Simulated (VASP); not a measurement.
# Sr4Ti4O11 (a cell with a defect) in VASP: single point with PBEsol

Aim: the single point of Sr4Ti4O11 (a cell with a defect) with PBEsol.

Program: VASP 6.6.1. These are calculated values, not measurements. Logs are shortened: lines on timing, memory, paths and dates and some standing lists are left out, and cuts for length are marked.

## (1) The cell of the first run

The cell holds a defect, 19 atoms: a = 6.740 Å, b = 6.740 Å, c = 6.740 Å, α = 109.47°, β = 109.47°, γ = 109.47°.

## (2) Single point, PBEsol

The input, INCAR:

```
SYSTEM = Sr4Ti4O11
ALGO = Normal
EDIFF = 1E-6
ENCUT = 520
GGA = PS
ISIF = 2
ISMEAR = 0
LASPH = .TRUE.
LCHARG = .FALSE.
LREAL = Auto
LWAVE = .FALSE.
NBANDS = 92
NELECT = 152.0
NELM = 60
PREC = Accurate
SIGMA = 0.02
```

The input, KPOINTS:

```
k-points
0
G
  3 3 3
  0 0 0
```

The input, POSCAR:

```
Sr4Ti4O11
1.0
   -3.8911252269      3.8911252269      3.8911252269
    3.8911252269     -3.8911252269      3.8911252269
    3.8911252269      3.8911252269     -3.8911252269
Sr Ti O
4 4 11
Direct
    0.0000000000     -0.0006129332      0.0006129332
    0.5000000993      0.5023104850      0.0101510483
    0.4999999708     -0.0101510483      0.4976895852
   -0.0000001285      0.4993869091      0.5006129041
    0.4999999708      0.5091307487      0.4908693215
   -0.0069761312     -0.0160783826      0.5091023507
    0.0069762597      0.4908978480      0.0160785111
    0.4999999708     -0.0038491437      0.0038490152
    0.4999999708      0.3515310920      0.6484689782
    0.2504938657      0.0095126725      0.7409812925
    0.2257210829      0.4751917227      0.2505294595
    0.7643791517      0.0135666412      0.2508124111
    0.7742789873      0.7494707392      0.5248083474
    0.7495062045      0.2590187777     -0.0095126725
    0.2356209185      0.7491876591     -0.0135666412
    0.4999999708      0.2599236573      0.2400737436
    0.0000000000      0.7633182760      0.2366816657
    0.0000000000      0.2633183052      0.7366816365
    0.4999999708      0.7599263266      0.7400764129
```

Potentials or basis: VASP PAW PBE potentials, release 64 (Sr_sv, Ti_sv, O).

Launch:

```sh
> cat potpaw_PBE.64/Sr_sv/POTCAR potpaw_PBE.64/Ti_sv/POTCAR potpaw_PBE.64/O/POTCAR > POTCAR
> mpirun -np 1 vasp_std > vasp.out
```

OUTCAR:

```text
SYSTEM = Sr4Ti4O11
   EDIFF = 1E-6
   ENCUT = 520
   GGA = PS
   ISIF = 2
   ISMEAR = 0
   LASPH = .TRUE.
   LREAL = Auto
   NELECT = 152.0
   NELM = 60
   PREC = Accurate

 ion  position               nearest neighbor table
   1  0.000  0.999  0.001-  17 2.60  13 2.62  11 2.62  15 2.67  12 2.67  16 2.75  19 2.75  10 2.81
                            14 2.81  18 2.90   6 3.26   7 3.26   8 3.37   8 3.37   5 3.37   5 3.37
   2  0.500  0.502  0.010-   9 2.31  16 2.60  10 2.72  14 2.72  17 2.76  18 2.76  12 2.82  15 2.82
                            13 2.84  11 2.84  19 2.90   5 3.22   6 3.31   7 3.31   8 3.34   8 3.40
   3  0.500  0.990  0.498-   9 2.31  19 2.60  14 2.72  10 2.72  17 2.76  18 2.76  15 2.82  12 2.82
                            11 2.84  13 2.84  16 2.90   5 3.22   7 3.31   6 3.31   8 3.34   8 3.40
   4  1.000  0.499  0.501-  18 2.60  11 2.62  13 2.62  12 2.67  15 2.67  16 2.75  19 2.75  14 2.81
                            10 2.81  17 2.90   7 3.26   6 3.26   8 3.37   8 3.37   5 3.37   5 3.37
   5  0.500  0.509  0.491-   9 1.73  11 1.89  13 1.89  16 1.95  19 1.95   3 3.22   2 3.22   1 3.37
                             4 3.37   1 3.37   4 3.37   2 3.52   3 3.52
   6  0.993  0.984  0.509-  10 1.82  13 1.83  18 1.97  17 1.97  12 2.02   1 3.26   4 3.26   2 3.31
                             3 3.31   3 3.43   2 3.43   4 3.48   1 3.48
   7  0.007  0.491  0.016-  14 1.82  11 1.83  17 1.97  18 1.97  15 2.02   4 3.26   1 3.26   3 3.31
                             2 3.31   2 3.43   3 3.43   4 3.48   1 3.48
   8  0.500  0.996  0.004-  15 1.93  12 1.93  19 1.95  16 1.95  10 2.05  14 2.05   2 3.34   3 3.34
                             4 3.37   1 3.37   1 3.37   4 3.37   3 3.40   2 3.40
   9  0.500  0.352  0.648-   5 1.73   2 2.31   3 2.31
  10  0.250  0.010  0.741-   6 1.82   8 2.05   2 2.72   3 2.72   1 2.81   4 2.81
  11  0.226  0.475  0.251-   7 1.83   5 1.89   4 2.62   1 2.62   3 2.84   2 2.84
  12  0.764  0.014  0.251-   8 1.93   6 2.02   4 2.67   1 2.67   2 2.82   3 2.82
  13  0.774  0.749  0.525-   6 1.83   5 1.89   1 2.62   4 2.62   3 2.84   2 2.84
  14  0.750  0.259  0.990-   7 1.82   8 2.05   3 2.72   2 2.72   1 2.81   4 2.81
  15  0.236  0.749  0.986-   8 1.93   7 2.02   1 2.67   4 2.67   3 2.82   2 2.82
  16  0.500  0.260  0.240-   5 1.95   8 1.95   2 2.60   4 2.75   1 2.75   3 2.90
  17  0.000  0.763  0.237-   7 1.97   6 1.97   1 2.60   2 2.76   3 2.76   4 2.90
  18  0.000  0.263  0.737-   6 1.97   7 1.97   4 2.60   3 2.76   2 2.76   1 2.90
  19  0.500  0.760  0.740-   5 1.95   8 1.95   3 2.60   1 2.75   4 2.75   2 2.90

  LATTYP: Found a body centered cubic cell.
 ALAT       =     7.7822504538

  Lattice vectors:

 A1 = (  -3.8911252269,   3.8911252269,   3.8911252269)
 A2 = (   3.8911252269,  -3.8911252269,   3.8911252269)
 A3 = (   3.8911252269,   3.8911252269,  -3.8911252269)

Analysis of symmetry for initial positions (statically):
=====================================================================
 Subroutine PRICEL returns:
 Original cell was already a primitive cell.

 Routine SETGRP: Setting up the symmetry group for a
 body centered cubic supercell.

 Subroutine GETGRP returns: Found  4 space group operations
 (whereof  2 operations were pure point group operations)
 out of a pool of 48 trial point group operations.

The static configuration has the point symmetry C_2 .
 The point group associated with its full space group is C_2v.

Analysis of symmetry for dynamics (positions and initial velocities):
=====================================================================
 Subroutine PRICEL returns:
 Original cell was already a primitive cell.

 Routine SETGRP: Setting up the symmetry group for a
 body centered cubic supercell.

 Subroutine GETGRP returns: Found  4 space group operations
 (whereof  2 operations were pure point group operations)
 out of a pool of 48 trial point group operations.

The dynamic configuration has the point symmetry C_2 .
 The point group associated with its full space group is C_2v.

 Subroutine INISYM returns: Found  4 space group operations
 (whereof  2 operations are pure point group operations),
 and found     1 'primitive' translations

----------------------------------------------------------------------------------------

                                     Primitive cell

  volume of cell :     235.6599

  direct lattice vectors                    reciprocal lattice vectors
    -3.891125227  3.891125227  3.891125227     0.000000000  0.128497535  0.128497535
     3.891125227 -3.891125227  3.891125227     0.128497535  0.000000000  0.128497535
[... 56 lines left out ...]
 Generating k-lattice:

  Cartesian coordinates                     Fractional coordinates (reciprocal lattice)
     0.000000000  0.042832512  0.042832512     0.333333333  0.000000000  0.000000000
     0.042832512  0.000000000  0.042832512     0.000000000  0.333333333  0.000000000
     0.042832512  0.042832512  0.000000000     0.000000000  0.000000000  0.333333333

  Length of vectors
     0.060574319  0.060574319  0.060574319

  Shift w.r.t. Gamma in fractional coordinates (k-lattice)
     0.000000000  0.000000000  0.000000000

 Subroutine IBZKPT returns following result:
 ===========================================

 Found      8 irreducible k-points:

 Following reciprocal coordinates:
            Coordinates               Weight
  0.000000  0.000000  0.000000      1.000000
  0.333333  0.000000  0.000000      2.000000
  0.000000  0.333333  0.000000      8.000000
  0.000000  0.333333 -0.333333      2.000000
  0.333333  0.333333  0.000000      4.000000
  0.000000  0.333333  0.333333      4.000000
 -0.333333  0.333333  0.333333      2.000000
  0.333333 -0.333333  0.333333      4.000000
   k-points           NKPTS =      8   k-points in BZ     NKDIM =      8   number of bands    NBANDS=     92
   number of dos      NEDOS =    301   number of ions     NIONS =     19
   total plane-waves  NPLWV = 125000
   dimension x,y,z NGX =    50 NGY =   50 NGZ =   50
   dimension x,y,z NGXF=   100 NGYF=  100 NGZF=  100
   ions per type =               4   4  11
   NGX,Y,Z   is equivalent  to a cutoff of  12.33, 12.33, 12.33 a.u.
   NGXF,Y,Z  is equivalent  to a cutoff of  24.67, 24.67, 24.67 a.u.
 SYSTEM =  Sr4Ti4O11
   PREC   = accura    normal or accurate (medium, high low for compatibility)
   ISTART =      0    job   : 0-new  1-cont  2-samecut
   ICHARG =      2    charge: 1-file 2-atom 10-const
   ISPIN  =      1    spin polarized calculation?
   LNONCOLLINEAR =      F non collinear calculations
   LSORBIT =      F    spin-orbit coupling
   LASPH  =      T    aspherical Exc in radial PAW
   ENCUT  =  520.0 eV  38.22 Ry    6.18 a.u.  12.53 12.53 12.53*2*pi/ulx,y,z
   NELM   =     60;   NELMIN=  2; NELMDL= -5     # of ELM steps
   EDIFF  = 0.1E-05   stopping-criterion for ELM
   LREAL  =      T    real-space projection
   EDIFFG = 0.1E-04   stopping-criterion for IOM
   NSW    =      0    number of steps for IOM
   IBRION =     -1    ionic relax: 0-MD 1-quasi-New 2-CG
   NFREE  =      0    steps in history (QN), initial steepest desc. (CG)
   ISIF   =      2    stress and relaxation
   ISYM   =      2    0-nonsym 1-usesym 2-fastsym
   POTIM  = 0.5000    time-step for ionic-motion
   TEBEG  =    0.0;   TEEND  =   0.0 temperature during run
   PSTRESS=    0.0 pullay stress
   NELECT =     152.0000    total number of electrons
   NUPDOWN=      -1.0000    fix difference up-down
   EMIN   =  10.00;   EMAX   =-10.00  energy-range for DOS
   EFERMI =   0.00;   METHOD = LEGACY
   ISMEAR =     0;   SIGMA  =   0.02  broadening in eV -4-tet -1-fermi 0-gaus
   EFERMI_NEDOS =   21; number of points for ismear=-14 and -15
   IALGO  =     38    algorithm
   IMIX   =      4    mixing-type and parameters
     AMIX     =   0.40;   BMIX     =  1.00
     AMIX_MAG =   1.60;   BMIX_MAG =  1.00
  volume/ion in A,a.u.               =      12.40        83.70
  Fermi-wavevector in a.u.,A,eV,Ry     =   1.414471  2.672963 27.221573  2.000729
  Thomas-Fermi vector in A             =   2.536010
   LORBIT       =      0    0 simple, 1 ext, 2 COOP (PROOUT), +10 PAW based schemes
   GGA     = PS    functional components
   LHFCALC =     F    Hartree Fock is set to
   AEXX    =    0.0000 exact exchange contribution
   IVDW    =     0    specifies the selected vdW correction
   LEPSILON=     F    determine dielectric tensor
   LRPA    =     F    only Hartree local field effects (RPA)
 non-spin polarized calculation
 Gauss-broadening in eV      SIGMA  =   0.02
  energy-cutoff  :      520.00
  volume of cell :      235.66
 maximum number of plane-waves:      6363
 NGX is ok and might be reduce to    50
   NGX = 25   NGY = 25   NGZ = 25

 number of electron     152.0000010 magnetization

 Free energy of the ion-electron system (eV)
  ---------------------------------------------------
  ext. energy  EPLUGINS =         0.00000000
  ---------------------------------------------------
  free energy    TOTEN  =      -168.76026771 eV

  energy without entropy =     -168.76026771  energy(sigma->0) =     -168.76026771

 E-fermi :   3.8486     XC(G=0): -11.2215

 val. band max:        3.6859969628   @ k =   0.0000   0.0000   0.0000
 cond. band min:       5.8465480450   @ k =   0.0000   0.0000   0.0000
 fundamental gap:      2.1605510822
 Fermi energy:         3.8485795917

 k-point     1 :       0.0000    0.0000    0.0000
  band No.  band energies     occupation
      1     -52.4105      2.00000
      2     -52.4088      2.00000
      3     -52.2756      2.00000
      4     -52.0010      2.00000
      5     -28.9882      2.00000
      6     -28.9871      2.00000
[... 717 lines left out ...]
     87       8.0275      0.00000
     88       8.2166      0.00000
 [bands above 88 left out]

------------------------ aborting loop because EDIFF is reached ----------------------------------------

  FORCE on cell =-STRESS in cart. coord.  units (eV):
  Direction    XX          YY          ZZ          XY          YZ          ZX
  --------------------------------------------------------------------------------------
  -------------------------------------------------------------------------------------
  Total      -12.7920225    -12.2440907    -12.2440907     -0.0000000     -1.5294982      0.0000000
  in kB      -86.9689411    -83.2437247    -83.2437247     -0.0000000    -10.3985776      0.0000000
  external PRESSURE =     -84.4854635 kB  Pullay stress =       0.0000000 kB

 VOLUME and BASIS-vectors are now :
 -----------------------------------------------------------------------------
  energy-cutoff  :      520.00
  volume of cell :      235.66
      direct lattice vectors                 reciprocal lattice vectors
    -3.891125227  3.891125227  3.891125227     0.000000000  0.128497535  0.128497535
     3.891125227 -3.891125227  3.891125227     0.128497535  0.000000000  0.128497535
     3.891125227  3.891125227 -3.891125227     0.128497535  0.128497535  0.000000000

 POSITION                                       TOTAL-FORCE (eV/Angst)
 -----------------------------------------------------------------------------------
      3.89113     -3.88636      3.88636         0.000000      0.004732     -0.004732
      0.04849      0.03051      3.86062         0.059826      0.014800     -0.014800
      3.84264      0.03051      3.86062        -0.059826      0.014800     -0.014800
     -0.00000      3.89590      3.88635         0.000000      0.004732     -0.004732
      1.94556      1.87450      2.01662         0.000000     -0.056854      0.056854
      1.94556      2.01640      5.71156         0.000000     -0.083608      0.050907
[... 11 lines left out ...]
      3.89113      1.84192     -1.84192         0.000000     -0.003001      0.003001
      3.89114      1.86832      2.02280         0.018053      0.005626     -0.005626
 -----------------------------------------------------------------------------------
    total drift:                               -0.003147      0.005192     -0.007527

  FREE ENERGIE OF THE ION-ELECTRON SYSTEM (eV)
  ---------------------------------------------------
  free  energy   TOTEN  =      -168.7602677089 eV

  energy  without entropy=     -168.7602677089  energy(sigma->0) =     -168.76026771
```

Run time: 11 min. Hardware: 1 thread of Intel Xeon Platinum 8259CL at 2.50GHz (Skylake/Cascade Lake), shared host; peak memory 0.41 GiB.

Results:

```
Free energy   : -168.7603 eV
Largest force : 0.099 eV/Å
```

Forces in eV/Å, atoms in the order of the input:
```
Sr   0.000  0.005 -0.005
Sr   0.060  0.015 -0.015
Sr  -0.060  0.015 -0.015
Sr   0.000  0.005 -0.005
Ti   0.000 -0.057  0.057
Ti   0.000 -0.084  0.051
Ti   0.000 -0.051  0.084
Ti   0.000 -0.025  0.025
O    0.000  0.070 -0.070
O    0.000  0.082  0.016
O    0.000  0.014 -0.009
O    0.000  0.022  0.009
O    0.000  0.009 -0.014
O    0.000 -0.016 -0.082
O    0.000 -0.009 -0.022
O   -0.018  0.006 -0.006
O    0.000 -0.003  0.003
O    0.000 -0.003  0.003
O    0.018  0.006 -0.006
```

Caveat: the cell carries a net charge on a neutralising background, which shifts energy and pressure; the cell is charged against a uniform background, so pressure and absolute levels hang on convention; the PAW data sets were made with another functional, which shifts forces and pressure a little.
